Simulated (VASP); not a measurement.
The system is Pb.

```
CELL_PARAMETERS angstrom
3.48000 0.00000 0.00000
-1.74000 3.01377 0.00000
0.00000 0.00000 5.59000
ATOMIC_POSITIONS crystal
Pb 0.66667 0.33333 0.75000
Pb 0.33333 0.66667 0.25000
```

* Program: VASP 6.6.1
* Task: relaxation of cell and atoms
* Functional: PBE
* Potentials or basis: VASP PAW PBE potentials, release 64 (Pb_d)
* Cutoff: 600 eV
* k mesh: 9 × 9 × 5
* Occupations: fermi-dirac, width 0.05 eV
* Spin: no spin polarisation

At the start: pressure 4.1 GPa; volume 29.31 Å³/atom.

Problem. Where does the relaxation end?

Solution. Over 8 steps the energy falls by 40.9 meV/atom and the volume is 31.72 Å³/atom (+8.2 %); space group P6_3/mmc (No. 194, to 0.05 Å).

Step by step:
```tsv
step	energy change (eV)	largest force (eV/Å)	pressure (GPa)	volume (Å³)
1	0.0000	0.0000	4.13	58.63
2	-0.0737	0.0000	-0.89	65.25
3	-0.0764	0.0000	-0.21	64.06
4	-0.0764	0.0000	-0.28	64.17
5	-0.0797	0.0000	-0.19	63.88
6	-0.0816	0.0000	-0.05	63.57
7	-0.0791	0.0000	0.36	62.95
8	-0.0818	0.0000	0.02	63.45
```

Final structure:
```
CELL_PARAMETERS angstrom
3.50697 0.00000 0.00000
-1.75349 3.03713 0.00000
0.00000 0.00000 5.95675
ATOMIC_POSITIONS crystal
Pb 0.66667 0.33333 0.75000
Pb 0.33333 0.66667 0.25000
```
